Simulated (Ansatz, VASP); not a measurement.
**ZnSe: VASP beside Ansatz**

```
CELL_PARAMETERS angstrom
0.00000 2.94572 2.94572
2.94572 0.00000 2.94572
2.94572 2.94572 0.00000
ATOMIC_POSITIONS crystal
Zn 0.00000 0.00000 0.00000
Se 0.25000 0.25000 0.25000
```

Change from the starting cell: hydrostatic strain +4.0%.

Alike in both runs: task single point; functional HSE06; k mesh 6 × 6 × 6; no spin polarisation.

```csv
,VASP,Ansatz
version,VASP 6.6.1,Ansatz 0.2.0
potentials or method,"VASP PAW PBE potentials, release 64 (Zn, Se)","plane waves, PAW"
plane-wave cutoff (eV),520,420
occupations,"gaussian, width 0.01 eV",fixed
valence electrons in the cell,18,28
```

|  | VASP | Ansatz | Ansatz less VASP |
| --- | --- | --- | --- |
| gap on the k mesh at the Fermi level (eV) | 1.89 | 1.90 | +0.012 |
| pressure (GPa) | -5.0 | -4.9 | +0.04 |

VASP's potentials hold 18 valence electrons a cell and Ansatz's 28, so a difference there can come from the potentials and not from the codes. Ansatz's warnings: stress exchange threshold loose, stress scf threshold loose.
